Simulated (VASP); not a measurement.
La2NbO5:

```
La Nb O
1.0
    -2.66690    2.66690    4.36373
     2.66690   -2.66690    4.36373
     2.66690    2.66690   -4.36373
La Nb O
2 1 5
Direct
  0.25000 0.75000 0.50000
  0.00000 0.00000 0.00000
  0.75000 0.25000 0.50000
  0.73360 0.73360 0.00000
  0.26640 0.26640 0.00000
  0.54738 0.04738 0.50000
  0.95262 0.45262 0.50000
  0.50000 0.50000 0.00000
```

The cell was generated, and may not be a known phase.

* Program: VASP 6.6.1
* Task: relaxation of cell and atoms
* Functional: PBE
* Potentials or basis: VASP PAW PBE potentials, release 64 (La, Nb_sv, O)
* Cutoff: 600 eV
* k mesh: 3 × 3 × 3
* Occupations: gaussian, width 0.15 eV
* Spin: no spin polarisation

At the start: pressure 3.7 GPa; volume 15.52 Å³/atom.

Question: Where does the relaxation end?

Answer: Over 25 steps the energy falls by 642.9 meV/atom and the volume is 15.39 Å³/atom (-0.9 %); space group I-4m2 (No. 119, to 0.1 Å) before and after.

The path:
```csv
step,energy change (eV),largest force (eV/Å),pressure (GPa),volume (Å³)
1,0.0000,5.5566,3.66,124.15
2,-0.6255,2.0771,-14.32,129.49
3,-0.7041,2.0892,-13.75,128.99
4,-0.7939,2.0819,-13.04,128.47
5,-1.0582,1.8746,-8.54,126.46
6,-1.9659,1.4339,1.05,114.44
7,-2.0873,1.4380,7.48,109.52
8,-2.6621,1.7787,8.60,108.76
9,-2.8011,2.1986,10.98,107.94
10,-3.4639,2.5485,-1.77,117.81
11,-3.5531,2.6890,-6.24,122.53
12,-4.2324,2.1228,-5.67,123.99
13,-1.6172,14.5590,14.28,128.34
14,-4.4715,1.2782,-4.55,124.57
15,-4.5719,0.4528,-2.30,125.48
16,-4.8773,1.8651,1.53,123.69
17,-4.8889,2.4855,3.08,123.05
18,-5.0707,0.3183,-1.71,124.25
19,-5.1123,0.4313,-0.48,123.93
20,-5.1122,0.3971,-0.53,123.94
21,-5.1243,0.3085,-0.20,123.47
22,-5.1383,0.1753,0.78,122.18
23,-5.1415,0.1651,-0.24,122.89
24,-5.1415,0.1628,-0.10,122.89
25,-5.1430,0.0686,-0.11,123.09
```

Final structure:
```xyz
8
Lattice="-2.2735 2.2735 5.9537 2.2735 -2.2735 5.9537 2.2735 2.2735 -5.9537" Properties=species:S:1:pos:R:3 pbc="T T T"
La    2.2735    0.0000    2.9768
La    0.0000    0.0000    0.0000
Nb    0.0000    2.2735    2.9768
O     0.0000    0.0000    9.3133
O     0.0000    0.0000    2.5941
O     0.0000    2.2735    1.0966
O     0.0000    2.2735    4.8571
O     0.0000    0.0000    5.9537
```

Caveat: the k points lie up to 0.49 Å⁻¹ apart in the final cell, too coarse for converged energies and pressures of a metal; a cell axis changed by over 15 % at a fixed basis, so the end point is rough; an odd number of electrons without spin polarisation forces a metal; a magnetic or distorted state may lie lower; the relaxation stopped at a loose force limit of 0.08 eV/Å, so its end isn't a converged minimum.
